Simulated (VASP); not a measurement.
Runs of VASP 6.6.1 on MoRh. The structure is that of space group P-6m2 (No. 187), or close to it. The cells are those of the table. 

```csv
cell,gap on the mesh (eV),pressure (GPa)
"a = 2.841, b = 2.841, c = 4.510 Å, angles 90.0, 90.0, 120.0°, 2 atoms",none,-26.0
"a = 2.819, b = 2.819, c = 4.474 Å, angles 90.0, 90.0, 120.0°, 2 atoms",none,-21.6
"a = 2.886, b = 2.886, c = 4.581 Å, angles 90.0, 90.0, 120.0°, 2 atoms",none,-33.0
"a = 2.748, b = 2.748, c = 4.362 Å, angles 90.0, 90.0, 120.0°, 2 atoms",none,-3.5
"a = 2.864, b = 2.864, c = 4.546 Å, angles 90.0, 90.0, 120.0°, 2 atoms",none,-29.8
"a = 2.724, b = 2.724, c = 4.324 Å, angles 90.0, 90.0, 120.0°, 2 atoms",none,4.5
"a = 2.795, b = 2.795, c = 4.437 Å, angles 90.0, 90.0, 120.0°, 2 atoms",none,(b)
"a = 2.772, b = 2.772, c = 4.400 Å, angles 90.0, 90.0, 120.0°, 2 atoms",none,-10.4
"a = 2.699, b = 2.699, c = 4.284 Å, angles 90.0, 90.0, 120.0°, 2 atoms",none,(a)
```

Alike in all rows: task single point; level LDA; potentials or basis VASP PAW LDA potentials, release 64 (Mo_sv, Rh_pv); no spin polarisation; k mesh 9 × 9 × 5; cutoff (eV) 520; smearing fermi-dirac 0.15 eV.

**Question.** Estimate the missing entries.

**Answer.** (a) 13.9; (b) -16.4.

A k mesh can miss the band edges, and the runs leave out spin-orbit coupling on Mo, Rh.

A gap of «none» marks levels without a gap at the run's occupations.
